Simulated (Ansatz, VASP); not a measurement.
Given: the input of a run of VASP 6.6.1 on GaSb.

POSCAR

```
GaSb
1.0
   -2.7534340000      2.7534340000      1.5907070000
    2.7534340000     -2.7534340000      1.5907070000
    2.7534340000      2.7534340000     -1.5907070000
Sb Ga
1 1
Direct
    0.0000000000      0.0000000000      0.0000000000
    0.7500000000      0.2500000000      0.5000000000
```

File INCAR.step1:

```
SYSTEM = GaSb
PREC = Accurate ; ENCUT = 520
ISMEAR = -1 ; SIGMA = 0.05
LREAL = .FALSE. ; LASPH = .TRUE.
NELM = 60 ; NBANDS = 16
GGA = PE ; ALGO = Normal
EDIFF = 1E-4 ; LWAVE = .TRUE.
LCHARG = .FALSE.
```

The input INCAR.step2:

```
SYSTEM = GaSb
PREC = Accurate ; ENCUT = 520
EDIFF = 1E-6 ; ISMEAR = -1
SIGMA = 0.05 ; LREAL = .FALSE.
LASPH = .TRUE. ; NELM = 60
ALGO = Normal ; ISIF = 2
LWAVE = .FALSE. ; LCHARG = .FALSE.
METAGGA = R2SCAN ; LMIXTAU = .TRUE.
NBANDS = 16 ; ISTART = 1
```

KPOINTS

```
Automatic mesh
0
G
  10 10 10
  0 0 0
```

Potentials or basis: VASP PAW PBE potentials, release 64 (Sb, Ga_d).

Run with:

```console
$ cat potpaw_PBE.64/Sb/POTCAR potpaw_PBE.64/Ga_d/POTCAR > POTCAR
$ cp INCAR.step1 INCAR
$ mpirun -np 1 vasp_std > vasp.out
$ cp INCAR.step2 INCAR
$ mpirun -np 1 vasp_std > vasp.out
```

Translate it to Ansatz 0.2.0. Potentials there: Ansatz PAW.

As run (the cutoff follows the program's own potentials):

input.yaml

```yaml
crystal:
  lattice:
    - [-2.753434, 2.753434, 1.590707]
    - [2.753434, -2.753434, 1.590707]
    - [2.753434, 2.753434, -1.590707]
  atoms:
    - { symbol: Sb, position: [0.0, 0.0, 0.0] }
    - { symbol: Ga, position: [0.75, 0.25, 0.5] }
hamiltonian:
  xc: r2scan
  pseudopotentials: { kind: paw }
kpoints:
  mp_grid: { grid: [10, 10, 10] }
scf:
  occupations: { method: fermi_dirac, width: 0.05 }
output:
  forces: true
  stress: true
  eigenvalues: true
```

Potentials or basis: Ansatz PAW.

The run is started by

```sh
$ ansatz run input.yaml --threads 2 --pin off --max-ram 5632MiB --backend cpu --events-out ev --progress --plain --runs-dir out
```

Both were run:

|  | VASP | Ansatz | Ansatz less VASP |
| --- | --- | --- | --- |
| gap on the k mesh at the Fermi level (eV) | none | none | - |
| pressure (GPa) | -1.5 | -1.5 | -0.04 |

VASP's potentials were made for PBE, not for r2SCAN. A gap of «none» marks a metal or a gap that the smearing closes. VASP's potentials hold 18 valence electrons a cell and Ansatz's 28, so a difference there can come from the potentials and not from the codes.

Neither program's run includes spin-orbit coupling.
